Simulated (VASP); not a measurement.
# C in VASP: density of states with PBEsol

Aim: the density of states of C with PBEsol.

Everything below comes from runs of VASP 6.6.1. Logs are shortened: lines on timing, memory, paths and dates and some standing lists are left out, and cuts for length are marked.

**1. The cell of the first run**

The cell holds a slab with vacuum, 2 atoms: a = 2.513 Å, b = 3.554 Å, c = 16.000 Å, α = 90.00°, β = 90.00°, γ = 90.00°.

**2. Density of states, PBEsol**

POSCAR reads:

```
C
1.0
    2.5129203383      0.0000000000      0.0000000000
    0.0000000000      3.5538060236      0.0000000000
    0.0000000000      0.0000000000     16.0000000000
C
2
Direct
    0.7500000000      0.1250000000      0.5000000000
    0.2500000000      0.8750000000      0.5000000000
```

INCAR.step1 reads:

```
PREC = Accurate
ENCUT = 520
EDIFF = 1E-6
ISMEAR = -1
SIGMA = 0.02
LREAL = F
LASPH = T
NELM = 60
ALGO = Normal
ISIF = 2
LWAVE = F
LCHARG = T
LDIPOL = T
IDIPOL = 3
DIPOL = 0.5 0.5 0.500
GGA = PS
NBANDS = 11
```

KPOINTS.step1 reads:

```
Automatic mesh
0
Gamma
  12 9 1
```

INCAR.step2 reads:

```
PREC = Accurate
ENCUT = 520
EDIFF = 1E-6
ISMEAR = -5
SIGMA = 0.02
LREAL = F
LASPH = T
NELM = 60
ALGO = Normal
ISIF = 2
LWAVE = F
LCHARG = F
LDIPOL = T
IDIPOL = 3
DIPOL = 0.5 0.5 0.500
GGA = PS
LORBIT = 11
NEDOS = 1001
ICHARG = 11
```

KPOINTS.step2 reads:

```
Automatic mesh
0
Gamma
  18 14 1
```

Potentials or basis: VASP PAW PBE potentials, release 64 (C).

On the command line:

```bash
> cat potpaw_PBE.64/C/POTCAR > POTCAR
> cp INCAR.step1 INCAR
> cp KPOINTS.step1 KPOINTS
> mpirun -np 1 vasp_std > vasp.out
> cp INCAR.step2 INCAR
> cp KPOINTS.step2 KPOINTS
> mpirun -np 1 vasp_std > vasp.out
```

OUTCAR:

```text
PREC = Accurate
   ENCUT = 520
   EDIFF = 1E-6
   ISMEAR = -5
   LREAL = F
   LASPH = T
   NELM = 60
   ISIF = 2
   GGA = PS
   LORBIT = 11
   ICHARG = 11

 ion  position               nearest neighbor table
   1  0.750  0.125  0.500-   2 1.54   2 1.54
   2  0.250  0.875  0.500-   1 1.54   1 1.54

  LATTYP: Found a simple orthorhombic cell.
 ALAT       =     2.5129203383
 B/A-ratio  =     1.4142135624
 C/A-ratio  =     6.3670939966

  Lattice vectors:

 A1 = (   2.5129203383,   0.0000000000,   0.0000000000)
 A2 = (   0.0000000000,   3.5538060236,   0.0000000000)
 A3 = (   0.0000000000,   0.0000000000,  16.0000000000)

Analysis of symmetry for initial positions (statically):
=====================================================================
 Subroutine PRICEL returns:
 Original cell was already a primitive cell.

 Routine SETGRP: Setting up the symmetry group for a
 simple orthorhombic supercell.

 Subroutine GETGRP returns: Found  8 space group operations
 (whereof  4 operations were pure point group operations)
 out of a pool of  8 trial point group operations.

The static configuration has the point symmetry C_2h.
 The point group associated with its full space group is D_2h.

Analysis of symmetry for dynamics (positions and initial velocities):
=====================================================================
 Subroutine PRICEL returns:
 Original cell was already a primitive cell.

 Routine SETGRP: Setting up the symmetry group for a
 simple orthorhombic supercell.

 Subroutine GETGRP returns: Found  8 space group operations
 (whereof  4 operations were pure point group operations)
 out of a pool of  8 trial point group operations.

The dynamic configuration has the point symmetry C_2h.
 The point group associated with its full space group is D_2h.

 Subroutine INISYM returns: Found  8 space group operations
 (whereof  4 operations are pure point group operations),
 and found     1 'primitive' translations

----------------------------------------------------------------------------------------

                                     Primitive cell

  volume of cell :     142.8869

  direct lattice vectors                    reciprocal lattice vectors
     2.512920338  0.000000000  0.000000000     0.397943375  0.000000000  0.000000000
     0.000000000  3.553806024  0.000000000     0.000000000  0.281388459  0.000000000
     0.000000000  0.000000000 16.000000000     0.000000000  0.000000000  0.062500000

  length of vectors
     2.512920338  3.553806024 16.000000000     0.397943375  0.281388459  0.062500000

  position of ions in fractional coordinates (direct lattice)
     0.750000000  0.125000000  0.500000000
     0.250000000  0.875000000  0.500000000

  ion indices of the primitive-cell ions
   primitive index   ion index
                 1           1
                 2           2

----------------------------------------------------------------------------------------

 KPOINTS: Automatic mesh

Automatic generation of k-mesh.
 Grid dimensions read from file:
 generate k-points for:   18   14    1

 Generating k-lattice:

  Cartesian coordinates                     Fractional coordinates (reciprocal lattice)
     0.022107965  0.000000000  0.000000000     0.055555556  0.000000000  0.000000000
     0.000000000  0.020099176  0.000000000     0.000000000  0.071428571  0.000000000
     0.000000000  0.000000000  0.062500000     0.000000000  0.000000000  1.000000000

  Length of vectors
     0.022107965  0.020099176  0.062500000

  Shift w.r.t. Gamma in fractional coordinates (k-lattice)
     0.000000000  0.000000000  0.000000000

 TETIRR: Found    756 inequivalent tetrahedra from     1512

 Subroutine IBZKPT returns following result:
 ===========================================

 Found     80 irreducible k-points:

 Following reciprocal coordinates:
            Coordinates               Weight
  0.000000  0.000000  0.000000      1.000000
  0.055556  0.000000  0.000000      2.000000
  0.111111  0.000000  0.000000      2.000000
  0.166667  0.000000  0.000000      2.000000
  0.222222  0.000000  0.000000      2.000000
  0.277778  0.000000  0.000000      2.000000
[... 16 lines left out ...]
  0.111111  0.142857  0.000000      4.000000
  0.166667  0.142857  0.000000      4.000000
 [... further k-points ...]
   k-points           NKPTS =     80   k-points in BZ     NKDIM =     80   number of bands    NBANDS=      8
   number of dos      NEDOS =   1001   number of ions     NIONS =      2
   total plane-waves  NPLWV =  67200
   dimension x,y,z NGX =    20 NGY =   28 NGZ =  120
   dimension x,y,z NGXF=    40 NGYF=   56 NGZF=  240
   ions per type =               2
   NGX,Y,Z   is equivalent  to a cutoff of  13.23, 13.10, 12.47 a.u.
   NGXF,Y,Z  is equivalent  to a cutoff of  26.46, 26.20, 24.94 a.u.
 SYSTEM =  unknown system
   PREC   = accura    normal or accurate (medium, high low for compatibility)
   ISTART =      0    job   : 0-new  1-cont  2-samecut
   ICHARG =     11    charge: 1-file 2-atom 10-const
   ISPIN  =      1    spin polarized calculation?
   LNONCOLLINEAR =      F non collinear calculations
   LSORBIT =      F    spin-orbit coupling
   LASPH  =      T    aspherical Exc in radial PAW
   ENCUT  =  520.0 eV  38.22 Ry    6.18 a.u.   4.67  6.61 29.75*2*pi/ulx,y,z
   NELM   =     60;   NELMIN=  2; NELMDL=  0     # of ELM steps
   EDIFF  = 0.1E-05   stopping-criterion for ELM
   LREAL  =      F    real-space projection
   EDIFFG = 0.1E-04   stopping-criterion for IOM
   NSW    =      0    number of steps for IOM
   IBRION =     -1    ionic relax: 0-MD 1-quasi-New 2-CG
   NFREE  =      0    steps in history (QN), initial steepest desc. (CG)
   ISIF   =      2    stress and relaxation
   ISYM   =      2    0-nonsym 1-usesym 2-fastsym
   POTIM  = 0.5000    time-step for ionic-motion
   TEBEG  =    0.0;   TEEND  =   0.0 temperature during run
   PSTRESS=    0.0 pullay stress
   NELECT =       8.0000    total number of electrons
   NUPDOWN=      -1.0000    fix difference up-down
   EMIN   =  10.00;   EMAX   =-10.00  energy-range for DOS
   EFERMI =   0.00;   METHOD = LEGACY
   ISMEAR =    -5;   SIGMA  =   0.02  broadening in eV -4-tet -1-fermi 0-gaus
   EFERMI_NEDOS =   21; number of points for ismear=-14 and -15
   IALGO  =     38    algorithm
   IMIX   =      4    mixing-type and parameters
     AMIX     =   0.40;   BMIX     =  1.00
     AMIX_MAG =   1.60;   BMIX_MAG =  1.00
  volume/ion in A,a.u.               =      71.44       482.12
  Fermi-wavevector in a.u.,A,eV,Ry     =   0.626288  1.183513  5.336702  0.392237
  Thomas-Fermi vector in A             =   1.687489
   LORBIT       =     11    0 simple, 1 ext, 2 COOP (PROOUT), +10 PAW based schemes
   GGA     = PS    functional components
   LHFCALC =     F    Hartree Fock is set to
   AEXX    =    0.0000 exact exchange contribution
   IVDW    =     0    specifies the selected vdW correction
   LEPSILON=     F    determine dielectric tensor
   LRPA    =     F    only Hartree local field effects (RPA)
 non-spin polarized calculation
 Fermi weights with tetrahedron method with Bloechl corrections
  energy-cutoff  :      520.00
  volume of cell :      142.89
 maximum number of plane-waves:      3886
 NGX is ok and might be reduce to    20

 number of electron       8.0000001 magnetization

 dipolmoment           0.000000      0.000000      0.000000 electrons x Angstroem

 Free energy of the ion-electron system (eV)
  ---------------------------------------------------
  ext. energy  EPLUGINS =         0.00000000
  ---------------------------------------------------
  free energy    TOTEN  =       -13.78367573 eV

  energy without entropy =      -13.78367573  energy(sigma->0) =      -13.78367573

 E-fermi :  -5.0288     XC(G=0):  -2.2599

 val. band max:       -5.0155714852   @ k =   0.4444   0.1429   0.0000
 cond. band min:      -5.0641663556   @ k =   0.1111   0.0000   0.0000
 fundamental gap:     -0.0485948703
 Fermi energy:        -5.0288159528

 k-point     1 :       0.0000    0.0000    0.0000
  band No.  band energies     occupation
      1     -19.6231      2.00000
      2      -8.4048      2.00000
      3      -7.9175      2.00000
      4      -6.8408      2.00000
      5      -5.1839      1.78539
      6       0.7404      0.00000
      7       1.1799      0.00000
      8       1.2792      0.00000

 k-point     2 :       0.0556    0.0000    0.0000
  band No.  band energies     occupation
      1     -19.5699      2.00000
      2      -8.3429      2.00000
      3      -7.8761      2.00000
      4      -7.1065      2.00000
      5      -5.1528      1.57717
      6       0.8118      0.00000
      7       1.2319      0.00000
      8       1.2520      0.00000

 k-point     3 :       0.1111    0.0000    0.0000
  band No.  band energies     occupation
      1     -19.4102      2.00000
      2      -8.1575      2.00000
      3      -7.8379      2.00000
      4      -7.7350      2.00000
      5      -5.0642      0.60347
      6       1.0256      0.00000
      7       1.0795      0.00000
      8       1.4683      0.00000
[... 210 lines left out ...]
 k-point    23 :       0.1111    0.1429    0.0000
  band No.  band energies     occupation
      1     -19.3538      2.00000
      2      -8.5896      2.00000
      3      -8.0764      2.00000
      4      -7.7976      2.00000
      5      -4.0880      0.00000
      6       0.6435      0.00000
      7       1.2620      0.00000
      8       1.7948      0.00000

 k-point    24 :       0.1667    0.1429    0.0000
  band No.  band energies     occupation
      1     -19.0889      2.00000
      2      -8.7917      2.00000
      3      -8.3541      2.00000
      4      -7.7705      2.00000
      5      -4.0418      0.00000
      6       0.4820      0.00000
      7       1.6137      0.00000
      8       2.1089      0.00000

 [... further k-points ...]

------------------------ aborting loop because EDIFF is reached ----------------------------------------

 vacuum level on the upper side and lower side of the slab       (xc-potential included)        -0.077        -0.077

  FORCE on cell =-STRESS in cart. coord.  units (eV):
  Direction    XX          YY          ZZ          XY          YZ          ZX
  --------------------------------------------------------------------------------------
  -------------------------------------------------------------------------------------
  Total       -4.7635536     -8.2724598     -0.1497960      0.0000000      0.0000000      0.0000000
  in kB      -53.4132760    -92.7583089     -1.6796483      0.0000000      0.0000000      0.0000000
  external PRESSURE =     -49.2837444 kB  Pullay stress =       0.0000000 kB

 VOLUME and BASIS-vectors are now :
 -----------------------------------------------------------------------------
  energy-cutoff  :      520.00
  volume of cell :      142.89
      direct lattice vectors                 reciprocal lattice vectors
     2.512920338  0.000000000  0.000000000     0.397943375  0.000000000  0.000000000
     0.000000000  3.553806024  0.000000000     0.000000000  0.281388459  0.000000000
     0.000000000  0.000000000 16.000000000     0.000000000  0.000000000  0.062500000

 POSITION                                       TOTAL-FORCE (eV/Angst)
 -----------------------------------------------------------------------------------
      1.88469      0.44423      8.00000         0.000000     -8.791388      0.000000
      0.62823      3.10958      8.00000         0.000000      8.791388      0.000000
 -----------------------------------------------------------------------------------
    total drift:                                0.000000     -0.000000      0.000000

  FREE ENERGIE OF THE ION-ELECTRON SYSTEM (eV)
  ---------------------------------------------------
  free  energy   TOTEN  =       -13.7836757289 eV

  energy  without entropy=      -13.7836757289  energy(sigma->0) =      -13.78367573

 vacuum level on the upper side and lower side of the slab         1.156         1.156

 total charge

# of ion       s       p       d       tot
------------------------------------------
    1        0.924   1.309   0.000   2.233
    2        0.924   1.309   0.000   2.233
--------------------------------------------------
tot          1.848   2.618   0.000   4.466
```

It took 55 s on 1 thread of AMD EPYC 9R45 (Zen 5), shared host; peak memory 0.22 GiB.

What came out:

| Property | Result |
| --- | --- |
| Valence electrons inside the program's atomic spheres | C 2.23 |

Levels at points of the mesh, in eV from the Fermi level:
| k point | band 2 | band 3 | band 4 | band 5 | band 6 | band 7 |
| --- | --- | --- | --- | --- | --- | --- |
| (0.00, 0.00, 0.00) | -3.38 | -2.89 | -1.81 | -0.16 | 5.77 | 6.21 |
| (0.50, 0.00, 0.00) | -10.36 | -0.22 | -0.22 | 1.26 | 1.26 | 9.74 |
| (0.00, 0.50, 0.00) | -5.72 | -2.89 | -1.70 | 3.79 | 4.24 | 8.43 |
| (0.50, 0.50, 0.00) | -10.10 | -1.58 | -1.58 | 1.52 | 1.52 | 12.72 |

Caveat: the PAW data sets were made with another functional, which shifts forces and pressure a little; tetrahedron occupations give inexact forces and stress in metals.
